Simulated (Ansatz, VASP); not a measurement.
BiTe in VASP and in Ansatz

The input INCAR:

```
PREC = Accurate
ENCUT = 520
EDIFF = 1E-6
ISMEAR = 0
SIGMA = 0.15
LREAL = False
LASPH = True
NELM = 80
ALGO = Normal
ISIF = 2
LWAVE = False
LCHARG = True
GGA = PE
LELF = True
LVHAR = True
NBANDS = 18
```

File KPOINTS:

```
Automatic mesh
0
Gamma
  12 12 12
```

POSCAR

```
BiTe
1.0
    2.3836250067      1.3761865393      3.4269667821
   -2.3836250067      1.3761865393      3.4269667821
    0.0000000000     -2.7523730785      3.4269667821
Bi Te
1 1
Direct
    0.5000000000      0.5000000000      0.5000000000
    0.0000000000      0.0000000000      0.0000000000
```

Input for Ansatz:

```yaml
crystal:
  lattice:
    - [2.3836250067, 1.3761865393, 3.4269667821]
    - [-2.3836250067, 1.3761865393, 3.4269667821]
    - [0.0, -2.7523730785, 3.4269667821]
  atoms:
    - { symbol: Bi, position: [0.5, 0.5, 0.5] }
    - { symbol: Te, position: [0.0, 0.0, 0.0] }
basis:
  ecutwfc: 420
kpoints:
  mp_grid: { grid: [12, 12, 12] }
hamiltonian:
  xc: pbe
scf:
  occupations: { method: gaussian, width: 0.15 }
output:
  forces: true
  stress: true
  eigenvalues: true
```

Alike in both runs: task single point; functional PBE; k mesh 12 × 12 × 12; occupations gaussian, width 0.15 eV; no spin polarisation.

|  | VASP | Ansatz |
| --- | --- | --- |
| version | VASP 6.6.1 | Ansatz 0.2.0 |
| potentials or method | VASP PAW PBE potentials, release 64 (Bi_d, Te), cutoff 520 eV | scalar-relativistic, plane waves, PAW |
| valence electrons in the cell | 21 | 31 |

```csv
,VASP,Ansatz,Ansatz less VASP
gap on the k mesh at the Fermi level (eV),none,none,-
pressure (GPa),0.4,0.4,+0.06
"traceless stress, the component that is largest in VASP (GPa)",-0.28,-0.28,-0.001
```

A gap of «none» marks a metal or a gap that the smearing closes. With one functional, cell and mesh, what is left measures potentials, basis and numerics. VASP's potentials hold 21 valence electrons a cell and Ansatz's 31, so a difference there can come from the potentials and not from the codes.

Spin-orbit coupling is off throughout.
